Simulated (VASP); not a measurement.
Wanted: the native input for a VASP 6.6.1 run.

- Task: single point
- Functional: PBE
- Potentials or basis: VASP PAW PBE potentials, release 64 (Mo_sv, S)
- Cutoff: 520 eV
- k mesh: 12 × 12 × 4
- Occupations: gaussian, width 0.02 eV
- Spin: no spin polarisation
- Dipole correction: no
- Further INCAR settings: ALGO = Normal; EDIFF = 1e-06; NBANDS = 35

The structure of MoS2 lies in POSCAR:

```
MoS2
1.0
    3.1848679535      0.0000000000      0.0000000000
   -1.5924339768      2.7581765554      0.0000000000
    0.0000000000      0.0000000000     14.7090658263
Mo S
2 4
Direct
    0.6666666667      0.3333333333      0.2500768651
    0.3333333333      0.6666666667      0.7499231349
    0.3333333333      0.6666666667      0.3563112041
    0.6666666667      0.3333333333      0.8561577146
    0.3333333333      0.6666666667      0.1438422854
    0.6666666667      0.3333333333      0.6436887959
```

The input as run:

INCAR

```
SYSTEM = MoS2
  PREC = Accurate
  ENCUT = 520
  EDIFF = 1E-6
  ISMEAR = 0
  SIGMA = 0.02
  LREAL = .FALSE.
  LASPH = .TRUE.
  NELM = 100
  ALGO = Normal
  ISIF = 2
  LWAVE = .FALSE.
  LCHARG = .FALSE.
  GGA = PE
  NBANDS = 35
```

KPOINTS

```
regular mesh
0
G
  12 12 4
  0 0 0
```

Potentials or basis: VASP PAW PBE potentials, release 64 (Mo_sv, S).

Launch:

```sh
$ cat potpaw_PBE.64/Mo_sv/POTCAR potpaw_PBE.64/S/POTCAR > POTCAR
$ mpirun -np 1 vasp_std > vasp.out
```

It gave:

- Pressure: -0.1 GPa
- Largest force: 0.011 eV/Å
- Band gap on the k mesh: 1.45 eV (least direct gap 1.67 eV)

Caveat: this functional lacks dispersion, which binds the layers, so the pressure and a relaxed spacing across them are unreliable.

Wall time 2.8 min on 1 thread of AMD EPYC 9R45 96-Core Processor (Zen 5) (shared host), peak memory 0.36 GiB.
